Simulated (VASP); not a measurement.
# NaI (Fm-3m) in VASP: notebook

Aim: see how the results for NaI move with the level of theory and the settings. Levels: PBEsol, r2SCAN, r2SCAN+D3(BJ). Tasks: single point.

All numbers are computed with VASP 6.6.1; they aren't measurements. Logs are shortened: lines on timing, memory, paths and dates and some standing lists are left out, and cuts for length are marked.

## 1. The cell of the first run

It takes space group Fm-3m (No. 225, cubic). The conventional cell has a = 6.459 Å, b = 6.459 Å, c = 6.459 Å, α = 90.00°, β = 90.00°, γ = 90.00°. Within 4.2 Å of Na (site symmetry m-3m) lie 6 I at 3.23 Å. I (site symmetry m-3m) has 6 Na at 3.23 Å within 4.2 Å.

## 2. Single point, PBEsol

Contents of INCAR:

```
SYSTEM = NaI
PREC = Accurate
ENCUT = 520
EDIFF = 1E-6
ISMEAR = 0
SIGMA = 0.01
LREAL = .False.
LASPH = .True.
NELM = 60
ALGO = Normal
ISIF = 2
LWAVE = .False.
LCHARG = .True.
GGA = PS
LELF = .True.
LVHAR = .True.
NBANDS = 14
```

Contents of KPOINTS:

```
Automatic mesh
0
Gamma
  6 6 6
  0 0 0
```

Contents of POSCAR:

```
NaI
1.0
    0.0000000000      3.2296282834      3.2296282834
    3.2296282834      0.0000000000      3.2296282834
    3.2296282834      3.2296282834      0.0000000000
Na I
1 1
Direct
    0.0000000000      0.0000000000      0.0000000000
    0.5000000000      0.5000000000      0.5000000000
```

Potentials or basis: VASP PAW PBE potentials, release 64 (Na_pv, I).

Run with:

```console
cat potpaw_PBE.64/Na_pv/POTCAR potpaw_PBE.64/I/POTCAR > POTCAR
mpirun -np 1 vasp_std > vasp.out
```

OUTCAR:

```text
SYSTEM = NaI
   PREC = Accurate
   ENCUT = 520
   EDIFF = 1E-6
   ISMEAR = 0
   LREAL = .False.
   LASPH = .True.
   NELM = 60
   ISIF = 2
   GGA = PS

 ion  position               nearest neighbor table
   1  0.000  0.000  0.000-
   2  0.500  0.500  0.500-

  LATTYP: Found a face centered cubic cell.
 ALAT       =     6.4592565668

  Lattice vectors:

 A1 = (   0.0000000000,   3.2296282834,   3.2296282834)
 A2 = (   3.2296282834,   0.0000000000,   3.2296282834)
 A3 = (   3.2296282834,   3.2296282834,   0.0000000000)

Analysis of symmetry for initial positions (statically):
=====================================================================
 Subroutine PRICEL returns:
 Original cell was already a primitive cell.

 Routine SETGRP: Setting up the symmetry group for a
 face centered cubic supercell.

 Subroutine GETGRP returns: Found 48 space group operations
 (whereof 48 operations were pure point group operations)
 out of a pool of 48 trial point group operations.

The static configuration has the point symmetry O_h .

Analysis of symmetry for dynamics (positions and initial velocities):
=====================================================================
 Subroutine PRICEL returns:
 Original cell was already a primitive cell.

 Routine SETGRP: Setting up the symmetry group for a
 face centered cubic supercell.

 Subroutine GETGRP returns: Found 48 space group operations
 (whereof 48 operations were pure point group operations)
 out of a pool of 48 trial point group operations.

The dynamic configuration has the point symmetry O_h .

 Subroutine INISYM returns: Found 48 space group operations
 (whereof 48 operations are pure point group operations),
 and found     1 'primitive' translations

----------------------------------------------------------------------------------------

                                     Primitive cell

  volume of cell :      67.3733

  direct lattice vectors                    reciprocal lattice vectors
     0.000000000  3.229628283  3.229628283    -0.154816578  0.154816578  0.154816578
     3.229628283  0.000000000  3.229628283     0.154816578 -0.154816578  0.154816578
     3.229628283  3.229628283  0.000000000     0.154816578  0.154816578 -0.154816578

  length of vectors
     4.567384120  4.567384120  4.567384120     0.268150179  0.268150179  0.268150179

  position of ions in fractional coordinates (direct lattice)
     0.000000000  0.000000000  0.000000000
     0.500000000  0.500000000  0.500000000

  ion indices of the primitive-cell ions
   primitive index   ion index
                 1           1
                 2           2

----------------------------------------------------------------------------------------

 KPOINTS: Automatic mesh

Automatic generation of k-mesh.
 Grid dimensions read from file:
 generate k-points for:    6    6    6

 Generating k-lattice:

  Cartesian coordinates                     Fractional coordinates (reciprocal lattice)
    -0.025802763  0.025802763  0.025802763     0.166666667  0.000000000  0.000000000
     0.025802763 -0.025802763  0.025802763     0.000000000  0.166666667  0.000000000
     0.025802763  0.025802763 -0.025802763     0.000000000  0.000000000  0.166666667

  Length of vectors
     0.044691697  0.044691697  0.044691697

  Shift w.r.t. Gamma in fractional coordinates (k-lattice)
     0.000000000  0.000000000  0.000000000

 Subroutine IBZKPT returns following result:
 ===========================================

 Found     16 irreducible k-points:

 Following reciprocal coordinates:
            Coordinates               Weight
  0.000000  0.000000  0.000000      1.000000
  0.166667  0.000000  0.000000      8.000000
  0.333333  0.000000  0.000000      8.000000
  0.500000  0.000000  0.000000      4.000000
  0.166667  0.166667  0.000000      6.000000
  0.333333  0.166667  0.000000     24.000000
[... 8 lines left out ...]
 -0.333333  0.333333  0.166667     24.000000
 -0.333333  0.500000  0.166667     12.000000
   k-points           NKPTS =     16   k-points in BZ     NKDIM =     16   number of bands    NBANDS=     14
   number of dos      NEDOS =    301   number of ions     NIONS =      2
   total plane-waves  NPLWV =  46656
   dimension x,y,z NGX =    36 NGY =   36 NGZ =   36
   dimension x,y,z NGXF=    72 NGYF=   72 NGZF=   72
   ions per type =               1   1
   NGX,Y,Z   is equivalent  to a cutoff of  13.10, 13.10, 13.10 a.u.
   NGXF,Y,Z  is equivalent  to a cutoff of  26.21, 26.21, 26.21 a.u.
 SYSTEM =  NaI
   PREC   = accura    normal or accurate (medium, high low for compatibility)
   ISTART =      0    job   : 0-new  1-cont  2-samecut
   ICHARG =      2    charge: 1-file 2-atom 10-const
   ISPIN  =      1    spin polarized calculation?
   LNONCOLLINEAR =      F non collinear calculations
   LSORBIT =      F    spin-orbit coupling
   LASPH  =      T    aspherical Exc in radial PAW
   ENCUT  =  520.0 eV  38.22 Ry    6.18 a.u.   8.49  8.49  8.49*2*pi/ulx,y,z
   NELM   =     60;   NELMIN=  2; NELMDL= -5     # of ELM steps
   EDIFF  = 0.1E-05   stopping-criterion for ELM
   LREAL  =      F    real-space projection
   EDIFFG = 0.1E-04   stopping-criterion for IOM
   NSW    =      0    number of steps for IOM
   IBRION =     -1    ionic relax: 0-MD 1-quasi-New 2-CG
   NFREE  =      0    steps in history (QN), initial steepest desc. (CG)
   ISIF   =      2    stress and relaxation
   ISYM   =      2    0-nonsym 1-usesym 2-fastsym
   POTIM  = 0.5000    time-step for ionic-motion
   TEBEG  =    0.0;   TEEND  =   0.0 temperature during run
   PSTRESS=    0.0 pullay stress
   NELECT =      14.0000    total number of electrons
   NUPDOWN=      -1.0000    fix difference up-down
   EMIN   =  10.00;   EMAX   =-10.00  energy-range for DOS
   EFERMI =   0.00;   METHOD = LEGACY
   ISMEAR =     0;   SIGMA  =   0.01  broadening in eV -4-tet -1-fermi 0-gaus
   EFERMI_NEDOS =   21; number of points for ismear=-14 and -15
   IALGO  =     38    algorithm
   IMIX   =      4    mixing-type and parameters
     AMIX     =   0.40;   BMIX     =  1.00
     AMIX_MAG =   1.60;   BMIX_MAG =  1.00
  volume/ion in A,a.u.               =      33.69       227.33
  Fermi-wavevector in a.u.,A,eV,Ry     =   0.969665  1.832401 12.792876  0.940250
  Thomas-Fermi vector in A             =   2.099736
   LORBIT       =      0    0 simple, 1 ext, 2 COOP (PROOUT), +10 PAW based schemes
   GGA     = PS    functional components
   LHFCALC =     F    Hartree Fock is set to
   AEXX    =    0.0000 exact exchange contribution
   IVDW    =     0    specifies the selected vdW correction
   LEPSILON=     F    determine dielectric tensor
   LRPA    =     F    only Hartree local field effects (RPA)
 non-spin polarized calculation
 Gauss-broadening in eV      SIGMA  =   0.01
  energy-cutoff  :      520.00
  volume of cell :       67.37
 maximum number of plane-waves:      1837
 NGX is ok and might be reduce to    36
   NGX = 17   NGY = 17   NGZ = 17

 number of electron      13.9999994 magnetization

 Free energy of the ion-electron system (eV)
  ---------------------------------------------------
  ext. energy  EPLUGINS =         0.00000000
  ---------------------------------------------------
  free energy    TOTEN  =        -5.66781716 eV

  energy without entropy =       -5.66781716  energy(sigma->0) =       -5.66781716

 E-fermi :   0.8176     XC(G=0):  -7.8705

 val. band max:        0.7610116717   @ k =   0.0000   0.0000   0.0000
 cond. band min:       4.2829408955   @ k =   0.0000   0.0000   0.0000
 fundamental gap:      3.5219292238
 Fermi energy:         0.8176088058

 k-point     1 :       0.0000    0.0000    0.0000
  band No.  band energies     occupation
      1     -21.4769      2.00000
      2     -21.4769      2.00000
      3     -21.4769      2.00000
      4     -10.3122      2.00000
      5       0.7610      2.00000
      6       0.7610      2.00000
      7       0.7610      2.00000
      8       4.2829      0.00000
      9       8.6067      0.00000
     10       8.6067      0.00000
     11       8.6067      0.00000
     12      10.4881      0.00000
     13      10.4881      0.00000
     14      11.0019      0.00000

 k-point     2 :       0.1667    0.0000    0.0000
  band No.  band energies     occupation
      1     -21.4783      2.00000
      2     -21.4770      2.00000
      3     -21.4770      2.00000
      4     -10.2363      2.00000
      5       0.0010      2.00000
      6       0.6835      2.00000
      7       0.6835      2.00000
      8       5.1091      0.00000
      9       8.1023      0.00000
     10       8.8032      0.00000
     11       8.8032      0.00000
     12       9.9593      0.00000
     13       9.9593      0.00000
     14      11.4913      0.00000

 k-point     3 :       0.3333    0.0000    0.0000
  band No.  band energies     occupation
      1     -21.4812      2.00000
      2     -21.4771      2.00000
      3     -21.4771      2.00000
      4     -10.0754      2.00000
      5      -1.0517      2.00000
      6       0.5390      2.00000
      7       0.5390      2.00000
      8       5.7319      0.00000
      9       8.3959      0.00000
     10       8.3960      0.00000
     11       8.7014      0.00000
     12      10.8192      0.00000
     13      10.9934      0.00000
     14      10.9934      0.00000

 k-point     4 :       0.5000    0.0000    0.0000
  band No.  band energies     occupation
      1     -21.4826      2.00000
      2     -21.4772      2.00000
      3     -21.4772      2.00000
      4      -9.9897      2.00000
      5      -1.4785      2.00000
      6       0.4713      2.00000
      7       0.4713      2.00000
      8       5.7088      0.00000
      9       8.1394      0.00000
     10       8.1394      0.00000
     11       9.5033      0.00000
     12      10.9238      0.00000
     13      13.0431      0.00000
     14      13.0431      0.00000

 k-point     5 :       0.1667    0.1667    0.0000
  band No.  band energies     occupation
      1     -21.4781      2.00000
      2     -21.4773      2.00000
      3     -21.4773      2.00000
      4     -10.2125      2.00000
      5       0.0058      2.00000
      6       0.5422      2.00000
      7       0.5422      2.00000
      8       5.4072      0.00000
      9       7.5726      0.00000
     10       8.7452      0.00000
     11       9.2299      0.00000
[... 140 lines left out ...]
 k-point    14 :       0.5000    0.3333    0.1667
  band No.  band energies     occupation
      1     -21.4807      2.00000
      2     -21.4788      2.00000
      3     -21.4778      2.00000
      4      -9.9784      2.00000
      5      -0.9700      2.00000
      6      -0.1828      2.00000
      7       0.2373      2.00000
      8       6.6396      0.00000
      9       7.3776      0.00000
     10       7.6542      0.00000
     11       9.7277      0.00000
     12      10.8125      0.00000
     13      12.8394      0.00000
     14      13.6796      0.00000

 k-point    15 :      -0.3333    0.3333    0.1667
  band No.  band energies     occupation
      1     -21.4809      2.00000
      2     -21.4792      2.00000
      3     -21.4781      2.00000
      4      -9.9245      2.00000
      5      -1.0064      2.00000
      6      -0.4485      2.00000
      7       0.0959      2.00000
      8       6.7478      0.00000
      9       7.2898      0.00000
     10       8.5358      0.00000
     11       9.2006      0.00000
     12      11.1201      0.00000
     13      12.4636      0.00000
     14      13.6987      0.00000

 k-point    16 :      -0.3333    0.5000    0.1667
  band No.  band energies     occupation
      1     -21.4805      2.00000
      2     -21.4793      2.00000
      3     -21.4788      2.00000
      4      -9.9043      2.00000
      5      -0.9597      2.00000
      6      -0.3783      2.00000
      7      -0.1515      2.00000
      8       6.0825      0.00000
      9       7.1350      0.00000
     10       9.2197      0.00000
     11       9.3238      0.00000
     12      12.2986      0.00000
     13      13.1534      0.00000
     14      13.3849      0.00000

------------------------ aborting loop because EDIFF is reached ----------------------------------------

  FORCE on cell =-STRESS in cart. coord.  units (eV):
  Direction    XX          YY          ZZ          XY          YZ          ZX
  --------------------------------------------------------------------------------------
  -------------------------------------------------------------------------------------
  Total       -0.1603077     -0.1603077     -0.1603077     -0.0000000     -0.0000000     -0.0000000
  in kB       -3.8122150     -3.8122150     -3.8122150     -0.0000000     -0.0000000     -0.0000000
  external PRESSURE =      -3.8122150 kB  Pullay stress =       0.0000000 kB

 VOLUME and BASIS-vectors are now :
 -----------------------------------------------------------------------------
  energy-cutoff  :      520.00
  volume of cell :       67.37
      direct lattice vectors                 reciprocal lattice vectors
     0.000000000  3.229628283  3.229628283    -0.154816578  0.154816578  0.154816578
     3.229628283  0.000000000  3.229628283     0.154816578 -0.154816578  0.154816578
     3.229628283  3.229628283  0.000000000     0.154816578  0.154816578 -0.154816578

 POSITION                                       TOTAL-FORCE (eV/Angst)
 -----------------------------------------------------------------------------------
      0.00000      0.00000      0.00000         0.000000     -0.000000      0.000000
      3.22963      3.22963      3.22963        -0.000000      0.000000     -0.000000
 -----------------------------------------------------------------------------------
    total drift:                                0.000000      0.000000      0.000000

  FREE ENERGIE OF THE ION-ELECTRON SYSTEM (eV)
  ---------------------------------------------------
  free  energy   TOTEN  =        -5.6678171570 eV

  energy  without entropy=       -5.6678171570  energy(sigma->0) =       -5.66781716
```

It took 11 s on 1 thread of Intel Xeon Platinum 8488C (Sapphire Rapids), shared host; peak memory 0.2 GiB.

What came out:

* Free energy: -5.6678 eV
* Pressure: -0.4 GPa
* Band gap on the k mesh: 3.52 eV

Caveat: the PAW data sets were made with another functional, which shifts forces and pressure a little; spin-orbit coupling is left out, which moves the levels of the heavy elements. Expect the measured gap to be larger: semilocal functionals such as PBEsol lack the derivative discontinuity.

## 3. Single point, r2SCAN

POSCAR is that of step 2.

Contents of INCAR.step1:

```
SYSTEM = NaI
PREC = Accurate ; ENCUT = 520
ISMEAR = 0 ; SIGMA = 0.01
LREAL = .False. ; LASPH = .True.
NELM = 80 ; NBANDS = 14
GGA = PE ; ALGO = Normal
EDIFF = 1E-4 ; LWAVE = .True.
LCHARG = .False.
```

Contents of INCAR.step2:

```
SYSTEM = NaI
PREC = Accurate ; ENCUT = 520
EDIFF = 1E-7 ; ISMEAR = 0
SIGMA = 0.01 ; LREAL = .False.
LASPH = .True. ; NELM = 80
ALGO = Normal ; ISIF = 2
LWAVE = .False. ; LCHARG = .True.
METAGGA = R2SCAN ; LMIXTAU = .True.
LELF = .True. ; LVHAR = .True.
NBANDS = 14 ; ISTART = 1
```

KPOINTS is that of step 2.

Potentials or basis: VASP PAW PBE potentials, release 64 (Na_pv, I).

Run with:

```console
cat potpaw_PBE.64/Na_pv/POTCAR potpaw_PBE.64/I/POTCAR > POTCAR
cp INCAR.step1 INCAR
mpirun -np 1 vasp_std > vasp.out
cp INCAR.step2 INCAR
mpirun -np 1 vasp_std > vasp.out
```

It took 57 s on 1 thread of Intel Xeon Platinum 8488C (Sapphire Rapids), shared host; peak memory 0.22 GiB.

It converged, with:

```
Free energy            : -31.0858 eV
Pressure               : -0.1 GPa
Band gap on the k mesh : 4.46 eV
```

Levels at points of the mesh, in eV from the valence-band top:
| k point | band 4 | band 5 | band 6 | band 7 | band 8 | band 9 | band 10 | band 11 |
| --- | --- | --- | --- | --- | --- | --- | --- | --- |
| (0.00, 0.00, 0.00) | -11.36 | 0.00 | 0.00 | 0.00 | 4.46 | 8.47 | 8.47 | 8.47 |
| (0.50, 0.00, 0.00) | -11.02 | -2.21 | -0.30 | -0.30 | 5.70 | 8.08 | 8.08 | 9.83 |
| (0.50, 0.50, 0.00) | -10.94 | -1.96 | -0.77 | -0.77 | 5.23 | 6.01 | 10.77 | 12.19 |

Caveat: the PAW data sets were made with another functional, which shifts forces and pressure a little; spin-orbit coupling is left out, which moves the levels of the heavy elements. r2SCAN opens gaps a little over a GGA but as a rule still falls short of measured ones.

[end of part 1 of 2]
